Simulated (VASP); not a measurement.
# Sb (Fd-3m) in VASP: single point with PBE

Aim: the single point of Sb with PBE.

Everything below comes from runs of VASP 6.6.1. Logs are shortened: lines on timing, memory, paths and dates and some standing lists are left out, and cuts for length are marked.

## (1) The cell of the first run

Symmetry: Fd-3m, No. 227, cubic system. The conventional cell has a = 6.995 Å, b = 6.995 Å, c = 6.995 Å, α = 90.00°, β = 90.00°, γ = 90.00°. Within 4.0 Å of Sb (site symmetry -43m) lie 4 Sb at 3.03 Å.

This isn't the form of Sb at room conditions, which is rhombohedral.

## (2) Single point, PBE, non-collinear spin, zero start, spin-orbit coupling

Input file INCAR:

```
PREC = Accurate
ENCUT = 520
EDIFF = 1E-7
ISMEAR = -1
SIGMA = 0.05
LREAL = False
LASPH = True
NELM = 150
ALGO = Normal
ISIF = 2
LWAVE = False
LCHARG = True
LNONCOLLINEAR = True
MAGMOM = 0 0 0 0 0 0
LORBIT = 11
LSORBIT = True
GGA_COMPAT = False
LORBMOM = True
GGA = PE
LVHAR = True
NBANDS = 22
```

Input file KPOINTS:

```
Automatic mesh
0
Gamma
  11 11 11
```

Input file POSCAR:

```
Sb
1.0
    0.0000000000      3.4974125236      3.4974125236
    3.4974125236      0.0000000000      3.4974125236
    3.4974125236      3.4974125236      0.0000000000
Sb
2
Direct
   -0.1250000000     -0.1250000000     -0.1250000000
    0.1250000000      0.1250000000      0.1250000000
```

Potentials or basis: VASP PAW PBE potentials, release 64 (Sb).

Run with:

```
$ cat potpaw_PBE.64/Sb/POTCAR > POTCAR
$ mpirun -np 1 vasp_ncl > vasp.out
```

OUTCAR:

```text
PREC = Accurate
   ENCUT = 520
   EDIFF = 1E-7
   ISMEAR = -1
   LREAL = False
   LASPH = True
   NELM = 150
   ISIF = 2
   LNONCOLLINEAR = True
   LORBIT = 11
   LSORBIT = True
   GGA = PE

 ion  position               nearest neighbor table
   1  0.875  0.875  0.875-   2 3.03   2 3.03   2 3.03   2 3.03
   2  0.125  0.125  0.125-   1 3.03   1 3.03   1 3.03   1 3.03

  LATTYP: Found a face centered cubic cell.
 ALAT       =     6.9948250472

  Lattice vectors:

 A1 = (   0.0000000000,   3.4974125236,   3.4974125236)
 A2 = (   3.4974125236,   0.0000000000,   3.4974125236)
 A3 = (   3.4974125236,   3.4974125236,   0.0000000000)

Analysis of symmetry for initial positions (statically):
=====================================================================
 Subroutine PRICEL returns:
 Original cell was already a primitive cell.

 Routine SETGRP: Setting up the symmetry group for a
 face centered cubic supercell.

 Subroutine GETGRP returns: Found 48 space group operations
 (whereof 12 operations were pure point group operations)
 out of a pool of 48 trial point group operations.

The static configuration has the point symmetry D_3d.
 The point group associated with its full space group is O_h .

Analysis of symmetry for dynamics (positions and initial velocities):
=====================================================================
 Subroutine PRICEL returns:
 Original cell was already a primitive cell.

 Routine SETGRP: Setting up the symmetry group for a
 face centered cubic supercell.

 Subroutine GETGRP returns: Found 48 space group operations
 (whereof 12 operations were pure point group operations)
 out of a pool of 48 trial point group operations.

The dynamic configuration has the point symmetry D_3d.
 The point group associated with its full space group is O_h .

Analysis of structural, dynamic, and magnetic symmetry:
=====================================================================
 Subroutine PRICEL returns:
 Original cell was already a primitive cell.

 Routine SETGRP: Setting up the symmetry group for a
 face centered cubic supercell.

 Subroutine GETGRP returns: Found 48 space group operations
 (whereof 12 operations were pure point group operations)
 out of a pool of 48 trial point group operations.

The overall configuration has the point symmetry D_3d.
 The point group associated with its full space group is O_h .

 Subroutine INISYM returns: Found 48 space group operations
 (whereof 12 operations are pure point group operations),
 and found     1 'primitive' translations

----------------------------------------------------------------------------------------

                                     Primitive cell

  volume of cell :      85.5600

  direct lattice vectors                    reciprocal lattice vectors
     0.000000000  3.497412524  3.497412524    -0.142962832  0.142962832  0.142962832
     3.497412524  0.000000000  3.497412524     0.142962832 -0.142962832  0.142962832
     3.497412524  3.497412524  0.000000000     0.142962832  0.142962832 -0.142962832

  length of vectors
     4.946088224  4.946088224  4.946088224     0.247618889  0.247618889  0.247618889

  position of ions in fractional coordinates (direct lattice)
     0.875000000  0.875000000  0.875000000
     0.125000000  0.125000000  0.125000000

  ion indices of the primitive-cell ions
   primitive index   ion index
                 1           1
                 2           2

----------------------------------------------------------------------------------------

 KPOINTS: Automatic mesh

Automatic generation of k-mesh.
 Grid dimensions read from file:
 generate k-points for:   11   11   11

 Generating k-lattice:

  Cartesian coordinates                     Fractional coordinates (reciprocal lattice)
    -0.012996621  0.012996621  0.012996621     0.090909091  0.000000000  0.000000000
[... 101 lines left out ...]

 Free energy of the ion-electron system (eV)
  ---------------------------------------------------
  ext. energy  EPLUGINS =         0.00000000
  ---------------------------------------------------
  free energy    TOTEN  =        -7.81836274 eV

  energy without entropy =       -7.80754488  energy(sigma->0) =       -7.81295381

 E-fermi :   3.7974     XC(G=0):  -7.8463

 val. band max:        3.7799920361   @ k =  -0.4545   0.4545   0.0909
 cond. band min:       3.8079221455   @ k =   0.4545   0.3636   0.0909
 fundamental gap:      0.0279301094
 Fermi energy:         3.7974287142

 k-point     1 :       0.0000    0.0000    0.0000
  band No.  band energies     occupation
      1      -7.5547      1.00000
      2      -7.5547      1.00000
      3      -1.5305      1.00000
      4      -1.5305      1.00000
      5       1.6462      1.00000
      6       1.6462      1.00000
[... 589 lines left out ...]
     21       9.9339      0.00000
     22       9.9339      0.00000

 [... further k-points ...]

------------------------ aborting loop because EDIFF is reached ----------------------------------------

  FORCE on cell =-STRESS in cart. coord.  units (eV):
  Direction    XX          YY          ZZ          XY          YZ          ZX
  --------------------------------------------------------------------------------------
  -------------------------------------------------------------------------------------
  Total        0.0092513      0.0092513      0.0092513      0.0000000      0.0000000      0.0000000
  in kB        0.1732370      0.1732370      0.1732370      0.0000000      0.0000000      0.0000000
  external PRESSURE =       0.1732370 kB  Pullay stress =       0.0000000 kB

 VOLUME and BASIS-vectors are now :
 -----------------------------------------------------------------------------
  energy-cutoff  :      520.00
  volume of cell :       85.56
      direct lattice vectors                 reciprocal lattice vectors
     0.000000000  3.497412524  3.497412524    -0.142962832  0.142962832  0.142962832
     3.497412524  0.000000000  3.497412524     0.142962832 -0.142962832  0.142962832
     3.497412524  3.497412524  0.000000000     0.142962832  0.142962832 -0.142962832

 POSITION                                       TOTAL-FORCE (eV/Angst)
 -----------------------------------------------------------------------------------
      6.12047      6.12047      6.12047         0.000000     -0.000000     -0.000000
      0.87435      0.87435      0.87435        -0.000000      0.000000      0.000000
 -----------------------------------------------------------------------------------
    total drift:                                0.000000     -0.000000     -0.000000

  FREE ENERGIE OF THE ION-ELECTRON SYSTEM (eV)
  ---------------------------------------------------
  free  energy   TOTEN  =        -7.8183627417 eV

  energy  without entropy=       -7.8075448848  energy(sigma->0) =       -7.81295381

 orbital moment (x)

 # of ion     p       d       tot
 ----------------------------------------
  1        -0.000  -0.000  -0.000
  2        -0.000   0.000  -0.000
 ----------------------------------------
           -0.000  -0.000  -0.000

 orbital moment (y)

 # of ion     p       d       tot
 ----------------------------------------
  1         0.000   0.000   0.000
  2         0.000  -0.000   0.000
 ----------------------------------------
            0.000  -0.000   0.000

 orbital moment (z)

 # of ion     p       d       tot
 ----------------------------------------
  1         0.000   0.000   0.000
  2         0.000   0.000   0.000
 ----------------------------------------
            0.000   0.000   0.000

 Spin-Orbit-Coupling matrix elements

 Ion:    1  E_soc:     -0.1539843
 l=   1
     0.0000000    -0.0256151    -0.0256151
    -0.0256151     0.0000000    -0.0256151
    -0.0256151    -0.0256151     0.0000000
 l=   2
     0.0000000    -0.0000057     0.0000000    -0.0000057    -0.0000432
    -0.0000057     0.0000000    -0.0000324    -0.0000057    -0.0000108
     0.0000000    -0.0000324     0.0000000    -0.0000324     0.0000000
    -0.0000057    -0.0000057    -0.0000324     0.0000000    -0.0000108
    -0.0000432    -0.0000108     0.0000000    -0.0000108     0.0000000
 l=   3
     0.0000000     0.0000000     0.0000000     0.0000000     0.0000000     0.0000000     0.0000000
     0.0000000     0.0000000     0.0000000     0.0000000     0.0000000     0.0000000     0.0000000
     0.0000000     0.0000000     0.0000000     0.0000000     0.0000000     0.0000000     0.0000000
     0.0000000     0.0000000     0.0000000     0.0000000     0.0000000     0.0000000     0.0000000
     0.0000000     0.0000000     0.0000000     0.0000000     0.0000000     0.0000000     0.0000000
     0.0000000     0.0000000     0.0000000     0.0000000     0.0000000     0.0000000     0.0000000
     0.0000000     0.0000000     0.0000000     0.0000000     0.0000000     0.0000000     0.0000000

 Ion:    2  E_soc:     -0.1539843
 l=   1
     0.0000000    -0.0256151    -0.0256151
    -0.0256151     0.0000000    -0.0256151
    -0.0256151    -0.0256151     0.0000000
 l=   2
     0.0000000    -0.0000057     0.0000000    -0.0000057    -0.0000432
    -0.0000057     0.0000000    -0.0000324    -0.0000057    -0.0000108
     0.0000000    -0.0000324     0.0000000    -0.0000324     0.0000000
    -0.0000057    -0.0000057    -0.0000324     0.0000000    -0.0000108
    -0.0000432    -0.0000108     0.0000000    -0.0000108     0.0000000
 l=   3
     0.0000000     0.0000000     0.0000000     0.0000000     0.0000000     0.0000000     0.0000000
     0.0000000     0.0000000     0.0000000     0.0000000     0.0000000     0.0000000     0.0000000
     0.0000000     0.0000000     0.0000000     0.0000000     0.0000000     0.0000000     0.0000000
     0.0000000     0.0000000     0.0000000     0.0000000     0.0000000     0.0000000     0.0000000
     0.0000000     0.0000000     0.0000000     0.0000000     0.0000000     0.0000000     0.0000000
     0.0000000     0.0000000     0.0000000     0.0000000     0.0000000     0.0000000     0.0000000
     0.0000000     0.0000000     0.0000000     0.0000000     0.0000000     0.0000000     0.0000000

 total charge

# of ion       s       p       d       tot
------------------------------------------
    1        1.244   1.106   0.023   2.372
    2        1.244   1.106   0.023   2.372
--------------------------------------------------
tot          2.489   2.211   0.045   4.745

 magnetization (x)

# of ion       s       p       d       tot
------------------------------------------
    1        0.000  -0.000   0.000  -0.000
    2        0.000   0.000  -0.000   0.000
--------------------------------------------------
tot          0.000  -0.000   0.000  -0.000

 magnetization (y)

# of ion       s       p       d       tot
------------------------------------------
    1        0.000   0.000   0.000   0.000
    2        0.000   0.000  -0.000  -0.000
--------------------------------------------------
tot          0.000   0.000   0.000   0.000

 magnetization (z)

# of ion       s       p       d       tot
------------------------------------------
    1        0.000   0.000   0.000   0.000
    2        0.000  -0.000  -0.000  -0.000
--------------------------------------------------
tot          0.000  -0.000   0.000  -0.000
```

Wall time 4.9 min (1 thread of Intel Xeon 8259CL, shared host); peak memory 0.55 GiB.

Results:

| Item | Value |
| --- | --- |
| Free energy | -7.8184 eV |
| Pressure | 0.0 GPa |
| Net moment | 0.00 μB per cell |
| Valence electrons inside the program's atomic spheres | Sb 2.37 |

Moments on the atoms (μB; x, y, z):
```
Sb  0.00 0.00 0.00
Sb  0.00 0.00 0.00
```
